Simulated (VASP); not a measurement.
# Au (Im-3m) in VASP: further runs, part 2 of 2

VASP 6.6.1.

### 3 Relaxation of cell and atoms, PBEsol, target pressure 20 GPa, at which the enthalpy is minimised

This run uses another cell than the first one, of 18.21 Å³/atom, 1.169 times its volume.

Input file INCAR:

```
SYSTEM = Au
PREC = Accurate
ENCUT = 500
EDIFF = 1E-7
ISMEAR = -1
SIGMA = 0.1
LREAL = .False.
LASPH = .True.
NELM = 120
ALGO = Normal
ISIF = 3
LWAVE = .False.
LCHARG = .False.
GGA = PS
IBRION = 2
NSW = 50
EDIFFG = -0.01
PSTRESS = 200.0
GGA_COMPAT = .False.
NELMIN = 4
```

Input file KPOINTS:

```
Automatic mesh
0
Gamma
  10 10 10
  0 0 0
```

Input file POSCAR:

```
Au
1.0
    2.8704740225     -0.0000000159     -0.0000000275
   -0.9568246592      2.7063088673     -0.0000000275
   -0.9568246592     -1.3531543939      2.3437322525
Au
1
Direct
    0.0000000000      0.0000000000      0.0000000000
```

Potentials or basis: VASP PAW PBE potentials, release 64 (Au).

On the command line:

```bash
> cat potpaw_PBE.64/Au/POTCAR > POTCAR
> mpirun -np 1 vasp_std > vasp.out
```

OUTCAR:

```text
SYSTEM = Au
   PREC = Accurate
   ENCUT = 500
   EDIFF = 1E-7
   ISMEAR = -1
   LREAL = .False.
   LASPH = .True.
   NELM = 120
   ISIF = 3
   GGA = PS
   IBRION = 2
   NSW = 50
   EDIFFG = -0.01
   PSTRESS = 200.0
   NELMIN = 4

 ion  position               nearest neighbor table
   1  0.000  0.000  0.000-

  LATTYP: Found a body centered cubic cell.
 ALAT       =     3.3145378991

  Lattice vectors:

 A1 = (   2.8704740225,  -0.0000000159,  -0.0000000275)
 A2 = (  -0.9568246592,   2.7063088673,  -0.0000000275)
 A3 = (  -0.9568246592,  -1.3531543939,   2.3437322525)

Analysis of symmetry for initial positions (statically):
=====================================================================
 Subroutine PRICEL returns:
 Original cell was already a primitive cell.

 Routine SETGRP: Setting up the symmetry group for a
 body centered cubic supercell.

 Subroutine GETGRP returns: Found 48 space group operations
 (whereof 48 operations were pure point group operations)
 out of a pool of 48 trial point group operations.

The static configuration has the point symmetry O_h .

Analysis of symmetry for dynamics (positions and initial velocities):
=====================================================================
 Subroutine PRICEL returns:
 Original cell was already a primitive cell.

 Routine SETGRP: Setting up the symmetry group for a
 body centered cubic supercell.

 Subroutine GETGRP returns: Found 48 space group operations
 (whereof 48 operations were pure point group operations)
 out of a pool of 48 trial point group operations.

The dynamic configuration has the point symmetry O_h .

 Subroutine INISYM returns: Found 48 space group operations
 (whereof 48 operations are pure point group operations),
 and found     1 'primitive' translations

----------------------------------------------------------------------------------------

                                     Primitive cell

  volume of cell :      18.2070

  direct lattice vectors                    reciprocal lattice vectors
     2.870474022 -0.000000016 -0.000000028     0.348374519  0.123168993  0.213334946
    -0.956824659  2.706308867 -0.000000028     0.000000004  0.369506978  0.213334946
    -0.956824659 -1.353154394  2.343732253     0.000000004  0.000000006  0.426669903

  length of vectors
     2.870474022  2.870474022  2.870474022     0.426669903  0.426669903  0.426669903

  position of ions in fractional coordinates (direct lattice)
     0.000000000  0.000000000  0.000000000

  ion indices of the primitive-cell ions
   primitive index   ion index
                 1           1

----------------------------------------------------------------------------------------

 KPOINTS: Automatic mesh

Automatic generation of k-mesh.
 Grid dimensions read from file:
 generate k-points for:   10   10   10

 Generating k-lattice:

  Cartesian coordinates                     Fractional coordinates (reciprocal lattice)
     0.034837452  0.012316899  0.021333495     0.100000000  0.000000000  0.000000000
     0.000000000  0.036950698  0.021333495     0.000000000  0.100000000 -0.000000000
     0.000000000  0.000000001  0.042666990    -0.000000000 -0.000000000  0.100000000

  Length of vectors
     0.042666990  0.042666990  0.042666990

  Shift w.r.t. Gamma in fractional coordinates (k-lattice)
     0.000000000  0.000000000  0.000000000

 Subroutine IBZKPT returns following result:
 ===========================================

 Found     47 irreducible k-points:

 Following reciprocal coordinates:
            Coordinates               Weight
  0.000000  0.000000  0.000000      1.000000
  0.100000 -0.000000 -0.000000     12.000000
  0.200000 -0.000000 -0.000000     12.000000
  0.300000  0.000000 -0.000000     12.000000
  0.400000 -0.000000 -0.000000     12.000000
  0.500000 -0.000000  0.000000      6.000000
[... 16 lines left out ...]
  0.300000  0.300000  0.100000      8.000000
 -0.300000  0.300000  0.100000     24.000000
 [... further k-points ...]
   k-points           NKPTS =     47   k-points in BZ     NKDIM =     47   number of bands    NBANDS=      9
   number of dos      NEDOS =    301   number of ions     NIONS =      1
   total plane-waves  NPLWV =  13824
   dimension x,y,z NGX =    24 NGY =   24 NGZ =   24
   dimension x,y,z NGXF=    48 NGYF=   48 NGZF=   48
   ions per type =               1
   NGX,Y,Z   is equivalent  to a cutoff of  13.90, 13.90, 13.90 a.u.
   NGXF,Y,Z  is equivalent  to a cutoff of  27.80, 27.80, 27.80 a.u.
 SYSTEM =  Au
   PREC   = accura    normal or accurate (medium, high low for compatibility)
   ISTART =      0    job   : 0-new  1-cont  2-samecut
   ICHARG =      2    charge: 1-file 2-atom 10-const
   ISPIN  =      1    spin polarized calculation?
   LNONCOLLINEAR =      F non collinear calculations
   LSORBIT =      F    spin-orbit coupling
   LASPH  =      T    aspherical Exc in radial PAW
   ENCUT  =  500.0 eV  36.75 Ry    6.06 a.u.   5.23  5.23  5.23*2*pi/ulx,y,z
   NELM   =    120;   NELMIN=  4; NELMDL= -5     # of ELM steps
   EDIFF  = 0.1E-06   stopping-criterion for ELM
   LREAL  =      F    real-space projection
   EDIFFG = -.1E-01   stopping-criterion for IOM
   NSW    =     50    number of steps for IOM
   IBRION =      2    ionic relax: 0-MD 1-quasi-New 2-CG
   NFREE  =      1    steps in history (QN), initial steepest desc. (CG)
   ISIF   =      3    stress and relaxation
   ISYM   =      2    0-nonsym 1-usesym 2-fastsym
   POTIM  = 0.5000    time-step for ionic-motion
   TEBEG  =    0.0;   TEEND  =   0.0 temperature during run
   PSTRESS=  200.0 pullay stress
   NELECT =      11.0000    total number of electrons
   NUPDOWN=      -1.0000    fix difference up-down
   EMIN   =  10.00;   EMAX   =-10.00  energy-range for DOS
   EFERMI =   0.00;   METHOD = LEGACY
   ISMEAR =    -1;   SIGMA  =   0.10  broadening in eV -4-tet -1-fermi 0-gaus
   EFERMI_NEDOS =   21; number of points for ismear=-14 and -15
   IALGO  =     38    algorithm
   IMIX   =      4    mixing-type and parameters
     AMIX     =   0.40;   BMIX     =  1.00
     AMIX_MAG =   1.60;   BMIX_MAG =  1.00
  volume/ion in A,a.u.               =      18.21       122.87
  Fermi-wavevector in a.u.,A,eV,Ry     =   1.383968  2.615320 26.060158  1.915368
  Thomas-Fermi vector in A             =   2.508516
   LORBIT       =      0    0 simple, 1 ext, 2 COOP (PROOUT), +10 PAW based schemes
   GGA     = PS    functional components
   LHFCALC =     F    Hartree Fock is set to
   AEXX    =    0.0000 exact exchange contribution
   IVDW    =     0    specifies the selected vdW correction
   LEPSILON=     F    determine dielectric tensor
   LRPA    =     F    only Hartree local field effects (RPA)
 conjugate gradient relaxation of ions
 non-spin polarized calculation
  energy-cutoff  :      500.00
  volume of cell :       18.21
 maximum number of plane-waves:       476
 NGX is ok and might be reduce to    24
   NGX = 11   NGY = 11   NGZ = 11

--------------------------------------- Ionic step        1  -------------------------------------------

 number of electron      10.9999998 magnetization

 Free energy of the ion-electron system (eV)
  ---------------------------------------------------
  ext. energy  EPLUGINS =         0.00000000
  ---------------------------------------------------
  free energy    TOTEN  =        -3.85795467 eV

  energy without entropy =       -3.84118931  energy(sigma->0) =       -3.84957199

 E-fermi :   8.3107     XC(G=0): -12.5000

 val. band max:        8.1346749232   @ k =  -0.4000   0.4000   0.2000
 cond. band min:       8.3283374425   @ k =   0.4000   0.1000  -0.0000
 fundamental gap:      0.1936625193
 Fermi energy:         8.3107207881

 k-point     1 :       0.0000    0.0000    0.0000
  band No.  band energies     occupation
      1      -1.0150      2.00000
      2       3.6962      2.00000
      3       3.6962      2.00000
      4       3.6962      2.00000
      5       5.4519      2.00000
      6       5.4519      2.00000
      7      24.6869      0.00000
      8      24.6869      0.00000
      9      24.6869      0.00000
[... 421 lines left out ...]
  enthalpy is  TOTEN    =        -1.8717697077 eV   P V=        1.9601241105

--------------------------------------- Ionic step        5  -------------------------------------------

 number of electron      11.0000001 magnetization

 Free energy of the ion-electron system (eV)
  ---------------------------------------------------
  ext. energy  EPLUGINS =         0.00000000
  ---------------------------------------------------
  free energy    TOTEN  =        -3.81492512 eV

  energy without entropy =       -3.80353712  energy(sigma->0) =       -3.80923112

 E-fermi :  11.0127     XC(G=0): -13.4344

 val. band max:       10.9397187537   @ k =   0.4000   0.1000  -0.0000
 cond. band min:      11.2237842238   @ k =   0.3000   0.1000   0.1000
 fundamental gap:      0.2840654700
 Fermi energy:        11.0126578168

 k-point     1 :       0.0000    0.0000    0.0000
  band No.  band energies     occupation
      1      -0.0393      2.00000
      2       5.4647      2.00000
      3       5.4647      2.00000
      4       5.4647      2.00000
      5       7.7227      2.00000
      6       7.7227      2.00000
      7      27.3513      0.00000
      8      27.3513      0.00000
      9      27.3513      0.00000
[... 304 lines left out ...]
  FREE ENERGIE OF THE ION-ELECTRON SYSTEM (eV)
  ---------------------------------------------------
  free  energy   TOTEN  =        -3.8149251169 eV

  energy  without entropy=       -3.8035371249  energy(sigma->0) =       -3.80923112

  enthalpy is  TOTEN    =        -1.8728988726 eV   P V=        1.9420262443

 reached required accuracy - stopping structural energy minimisation
```

OSZICAR:

```text
N       E                     dE             d eps       ncg     rms          rms(c)
DAV:   1     0.432142547080E+02    0.43214E+02   -0.57170E+03   862   0.106E+03
DAV:   2    -0.376386914560E+01   -0.46978E+02   -0.44556E+02   869   0.200E+02
DAV:   3    -0.421333125861E+01   -0.44946E+00   -0.44856E+00   943   0.200E+01
[... 45 lines left out ...]
DAV:   3    -0.381491920750E+01    0.52632E-03   -0.24221E-03   869   0.463E-01    0.181E-01
DAV:   4    -0.381492499075E+01   -0.57833E-05   -0.83437E-05   877   0.805E-02    0.729E-03
DAV:   5    -0.381492473734E+01    0.25341E-06   -0.10629E-06   870   0.114E-02    0.124E-03
DAV:   6    -0.381492508637E+01   -0.34903E-06   -0.49018E-08   698   0.187E-03    0.275E-04
DAV:   7    -0.381492511693E+01   -0.30552E-07   -0.20080E-09   425   0.405E-04
   5 F= -.18728989E+01 E0= -.18672049E+01  d E =-.287729E+00
```

Run time: 16 s. Hardware: 1 thread of Intel Xeon 6975P-C, shared host; peak memory 0.15 GiB.

Results:

- Free energy: -3.8149 eV
- Relaxed volume: 15.56 Å³/atom
- Relaxed cell: a = 2.724 Å, b = 2.724 Å, c = 2.724 Å, α = 109.47°, β = 109.47°, γ = 109.47°
- Space group after relaxing (to 0.05 Å): Im-3m (No. 229)
- Energy change on relaxing (the enthalpy is what falls): +43.0 meV/atom
- Ionic steps: 5
- Pressure after relaxing: 20.1 GPa

Step by step:
```tsv
step	energy change (eV)	largest force (eV/Å)	pressure (GPa)	volume (Å³)
1	0.0000	0.0000	-9.62	18.21
2	3.4979	0.0000	292.85	10.70
3	0.0100	0.0000	14.84	15.86
4	0.0261	0.0000	17.49	15.70
5	0.0430	0.0000	20.05	15.56
```

Final structure:
```xyz
1
Lattice="2.7239 0.0000 0.0000 -0.9080 2.5681 0.0000 -0.9080 -1.2840 2.2240" Properties=species:S:1:pos:R:3 pbc="T T T"
Au    0.0000    0.0000    0.0000
```

Caveat: the cell is relaxed towards a set pressure, so the enthalpy falls and the energy may rise; the PAW data sets were made with another functional, which shifts forces and pressure a little; spin-orbit coupling is left out, which moves the levels of the heavy elements.
